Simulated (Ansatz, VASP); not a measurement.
## One calculation of Sn, two programs

File INCAR:

```
SYSTEM = Sn
PREC = Accurate
ENCUT = 600
EDIFF = 1E-6
ISMEAR = -1
SIGMA = 0.05
LREAL = .FALSE.
LASPH = .TRUE.
NELM = 80
ALGO = Normal
ISIF = 3
LWAVE = .FALSE.
LCHARG = .FALSE.
GGA = PE
IVDW = 12
IBRION = 2
NSW = 60
EDIFFG = -0.01
```

Contents of KPOINTS:

```
Automatic mesh
0
G
  9 9 9
  0 0 0
```

Contents of POSCAR:

```
Sn
1.0
   -2.9401404553      2.9401404553      1.5993019889
    2.9401404553     -2.9401404553      1.5993019889
    2.9401404553      2.9401404553     -1.5993019889
Sn
2
Direct
    0.0000000000      0.0000000000      0.0000000000
    0.7500000000      0.2500000000      0.5000000000
```

Contents of input.yaml:

```yaml
crystal:
  lattice:
    - [-2.9401404553, 2.9401404553, 1.5993019889]
    - [2.9401404553, -2.9401404553, 1.5993019889]
    - [2.9401404553, 2.9401404553, -1.5993019889]
  atoms:
    - { symbol: Sn, position: [0.0, 0.0, 0.0] }
    - { symbol: Sn, position: [0.75, 0.25, 0.5] }
hamiltonian:
  xc: pbe
  pseudopotentials: { kind: paw }
  dispersion: d3bj
kpoints:
  mp_grid: { grid: [9, 9, 9] }
scf:
  occupations: { method: fermi_dirac, width: 0.05 }
output:
  forces: true
  stress: true
relax:
  f_tol: 0.01
  max_steps: 40
  cell: { stress_tol: 0.05 }
```

Alike in both runs: task relaxation of cell and atoms; functional PBE; dispersion D3(BJ); k mesh 9 × 9 × 9; occupations fermi-dirac, width 0.05 eV; no spin polarisation.

|  | VASP | Ansatz |
| --- | --- | --- |
| version | VASP 6.6.1 | Ansatz 0.2.0 |
| potentials or method | VASP PAW PBE potentials, release 64 (Sn_d) | Ansatz PAW |
| plane-wave cutoff (eV) | 600 | 420 |
| valence electrons in the cell | 28 | 28 |

```csv
,VASP,Ansatz,Ansatz less VASP
relaxed volume (Å³/atom),27.21,27.22,+0.007
relaxed cell length with the largest relative difference (Å),4.437,4.436,-0.0009
```

Noted on Ansatz's run: the plane-wave basis is chosen anew once the cell has moved, so the energies of steps on either side of that aren't comparable.
